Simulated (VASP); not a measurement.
A run of VASP 6.6.1:

The input INCAR:

```
PREC = Accurate ; ENCUT = 520
EDIFF = 1E-8 ; ISMEAR = -1
SIGMA = 0.02 ; LREAL = F
LASPH = T ; NELM = 60
ALGO = Normal ; ISIF = 2
LWAVE = F ; LCHARG = F
GGA = CA ; LEFG = T
NBANDS = 14
```

The input KPOINTS:

```
Automatic mesh
0
Gamma
  10 10 10
```

File POSCAR:

```
NaF
1.0
    0.0000000000      2.3386865411      2.3386865411
    2.3386865411      0.0000000000      2.3386865411
    2.3386865411      2.3386865411      0.0000000000
Na F
1 1
Direct
    0.0000000000      0.0000000000      0.0000000000
    0.5000000000      0.5000000000      0.5000000000
```

Potentials or basis: VASP PAW LDA potentials, release 64 (Na_pv, F).

Command:

```console
$ cat potpaw_LDA.64/Na_pv/POTCAR potpaw_LDA.64/F/POTCAR > POTCAR
$ mpirun -np 1 vasp_std > vasp.out
```

Hardware: 1 thread of Intel(R) Xeon(R) 6975P-C (Granite Rapids) (shared host).

**Question.** How long does it take, and how much memory?

**Answer.** Run time: 9.6 s on 1 thread of Intel(R) Xeon(R) 6975P-C (Granite Rapids), with other jobs on the host, peak memory 0.13 GiB. Counts: scf iterations 14, k points 47.
